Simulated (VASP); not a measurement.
Set up this calculation in VASP 6.6.1, as the native input.

| Property | Result |
| --- | --- |
| Task | single point |
| Functional | PBE |
| Dispersion | D3(BJ) |
| Potentials or basis | VASP PAW PBE potentials, release 64 (C) |
| Cutoff | 520 eV |
| k mesh | 21 × 21 × 1 |
| Occupations | gaussian, width 0.1 eV |
| Spin | no spin polarisation |
| Dipole correction | yes |
| Further INCAR settings | ALGO = Normal; EDIFF = 1e-07; NBANDS = 11 |

The structure of C lies in POSCAR:

```
C
1.0
    2.3760000000      0.0000000000      0.0000000000
   -1.1880000000      2.0576763594      0.0000000000
    0.0000000000      0.0000000000     26.0024170307
C
2
Direct
    0.6666666667      0.3333333333      0.5027497444
    0.3333333333      0.6666666667      0.4972502556
```

These files were run (other wordings do the same):

INCAR

```
SYSTEM = C
ALGO = Normal
DIPOL = 0.5 0.5 0.500
EDIFF = 1E-7
ENCUT = 520
GGA = PE
IDIPOL = 3
ISIF = 2
ISMEAR = 0
IVDW = 12
LASPH = .True.
LCHARG = .True.
LDIPOL = .True.
LELF = .True.
LREAL = .False.
LVACPOTAV = .True.
LVHAR = .True.
LWAVE = .False.
NBANDS = 11
NELM = 60
PREC = Accurate
SIGMA = 0.1
```

KPOINTS

```
k-points
0
Gamma
  21 21 1
  0 0 0
```

Potentials or basis: VASP PAW PBE potentials, release 64 (C).

Launch:

```console
$ cat potpaw_PBE.64/C/POTCAR > POTCAR
$ mpirun -np 1 vasp_std > vasp.out
```

Results of the run:

The largest force is 2.329 eV/Å. The band gap on the k mesh is zero (filled and empty bands touch), the dispersion energy per atom is -0.086 eV and the work function of the upper face is 3.96 eV. The work function of the lower face is 3.96 eV.

It took 2.5 min on 1 thread of Intel Xeon 8259CL, with other jobs on the host, peak memory 0.26 GiB.
